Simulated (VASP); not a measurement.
A run of VASP 6.6.1 is set up as follows.

File INCAR:

```
SYSTEM = Ir
ALGO = Normal
EDIFF = 1E-6
ENCUT = 520
GGA = CA
ISIF = 2
ISMEAR = 0
LASPH = .TRUE.
LCHARG = .TRUE.
LELF = .TRUE.
LREAL = .FALSE.
LVHAR = .TRUE.
LWAVE = .FALSE.
NBANDS = 10
NELM = 80
PREC = Accurate
SIGMA = 0.15
```

Contents of KPOINTS:

```
k-points
0
G
  22 22 22
  0 0 0
```

File POSCAR:

```
Ir
1.0
    0.0000000000      2.0738013558      1.5227923356
    2.0738013558      0.0000000000      1.5227923356
    2.0738013558      2.0738013558      0.0000000000
Ir
1
Direct
    0.0000000000      0.0000000000      0.0000000000
```

Potentials or basis: VASP PAW LDA potentials, release 64 (Ir).

The run is started by

```console
$ cat potpaw_LDA.64/Ir/POTCAR > POTCAR
$ mpirun -np 1 vasp_std > vasp.out
```

(1) Estimate the pressure.

Results:

(1) 42.9 GPa.
